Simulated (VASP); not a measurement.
Input of a VASP 6.6.1 run:

File INCAR:

```
SYSTEM = AlN
PREC = Accurate
ENCUT = 520
EDIFF = 1E-6
ISMEAR = 0
SIGMA = 0.05
LREAL = .False.
LASPH = .True.
NELM = 80
ALGO = Normal
ISIF = 2
LWAVE = .False.
LCHARG = .False.
GGA = PE
NBANDS = 26
```

Contents of KPOINTS:

```
regular mesh
0
Gamma
  8 6 4
  0 0 0
```

POSCAR

```
AlN
1.0
   -1.6567491617      2.8695737234      0.0000000000
    0.0000000000      0.0000000000      4.1874629526
    4.9702474850      2.8695737234      0.0000000000
Al N
4 4
Direct
    0.6368214372      0.7500000000      0.1615721118
    0.0000000000      0.7500000000      0.6666666667
    0.0000000000      0.2500000000      0.3333333333
    0.5000000000      0.2500000000      0.8333333333
    0.5000000000      0.2500000000      0.1666666667
    0.0000000000      0.2500000000      0.6666666667
    0.0000000000      0.7500000000      0.3333333333
    0.5000000000      0.7500000000      0.8333333333
```

Potentials or basis: VASP PAW PBE potentials, release 64 (Al, N).

Launch:

```console
$ cat potpaw_PBE.64/Al/POTCAR potpaw_PBE.64/N/POTCAR > POTCAR
$ mpirun -np 1 vasp_std > vasp.out
```

Question: Estimate the pressure.

Answer: 8.4 GPa.

Question: Predict the largest force.

Answer: 11.607 eV/Å.

Stress tensor (GPa, compression positive):
```
-1.54  6.12  0.00
 6.12 26.26  0.00
 0.00  0.00  0.48
```

Caveat: the cell differs from its parent crystal (atom 1 (Al) moved by -0.252 Å along [1 0 0] and +0.378 Å along [1 2 0]); the cell stands under pressure; forces of over 1 eV/Å act on the atoms, so gaps and moduli don't describe the material at rest.
